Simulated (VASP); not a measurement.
Write the native input for VASP 6.6.1 that does the following.

* Task: single point
* Functional: PBEsol
* Dispersion: D4
* Potentials or basis: VASP PAW PBE potentials, release 64 (Ba_sv, Ti_sv, O)
* Cutoff: 520 eV
* k mesh: 4 × 4 × 4
* Occupations: gaussian, width 0.01 eV
* Spin: no spin polarisation
* Dipole correction: no
* Further INCAR settings: ALGO = Normal; EDIFF = 1e-06; NBANDS = 28

The structure of BaTiO3 lies in POSCAR:

```
BaTiO3
1.0
    2.8574700000      1.5884900000      2.3664400000
   -2.7608700000      1.5870200000      2.2496700000
    0.0470200000     -3.3027700000      2.3976500000
Ba Ti O
1 1 3
Direct
    0.9816000000      0.0107500000      0.9878300000
    0.4832136177      0.4867299876      0.5113308851
    0.5041000000      0.4895800000      0.0208700000
    0.0283200000      0.5017200000      0.5090800000
    0.5217800000      0.0261100000      0.4997500000
```

One way to write it, as run:

INCAR

```
PREC = Accurate
ENCUT = 520
EDIFF = 1E-6
ISMEAR = 0
SIGMA = 0.01
LREAL = F
LASPH = T
NELM = 60
ALGO = Normal
ISIF = 2
LWAVE = F
LCHARG = F
GGA = PS
IVDW = 13
NBANDS = 28
```

KPOINTS

```
Automatic mesh
0
Gamma
  4 4 4
```

Potentials or basis: VASP PAW PBE potentials, release 64 (Ba_sv, Ti_sv, O).

Launch:

```console
$ cat potpaw_PBE.64/Ba_sv/POTCAR potpaw_PBE.64/Ti_sv/POTCAR potpaw_PBE.64/O/POTCAR > POTCAR
$ mpirun -np 1 vasp_std > vasp.out
```

Results of the run:

```json
{"Pressure": "0.8 GPa", "Largest force": "1.327 eV/Å", "Band gap on the k mesh": "2.05 eV (least direct gap 2.37 eV)", "Dispersion energy per atom": "-0.125 eV"}
```

Caveat: the PAW data sets were made with another functional, which shifts forces and pressure a little; spin-orbit coupling is left out, which moves the levels of the heavy elements.

It took 91 s on 1 thread of Intel Xeon 8259CL, on a shared host, peak memory 0.21 GiB.
